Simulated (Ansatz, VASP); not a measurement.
## MgS in VASP and in Ansatz

```
Mg S
1.0
    -0.05203    2.57563    2.57563
     2.57563   -0.05203    2.57563
     2.57563    2.57563   -0.05203
Mg S
1 1
Direct
  0.00000 0.00000 0.00000
  0.50000 0.50000 0.50000
```

Change from the starting cell: equal xy, yz and zx shear strains of -2 %.

Alike in both runs: task single point; functional PBE; k mesh 8 × 8 × 8; occupations fermi-dirac, width 0.01 eV; no spin polarisation.

|  | VASP | Ansatz |
| --- | --- | --- |
| version | VASP 6.6.1 | Ansatz 0.2.0 |
| potentials or method | VASP PAW PBE potentials, release 64 (Mg, S), cutoff 520 eV | all-electron LAPW, scalar-relativistic |

VASP gave:

```
gap on the k mesh at the Fermi level (eV)                     : 2.58
pressure (GPa)                                                : 0.9
traceless stress, the component that is largest in VASP (GPa) : 1.06
```

Question: Which values does Ansatz return?

Answer: gap on the k mesh at the Fermi level (eV): 2.59; pressure (GPa): 1.2; traceless stress, the component that is largest in VASP (GPa): 1.06.

Ansatz ran all-electron here, and VASP with PAW potentials.
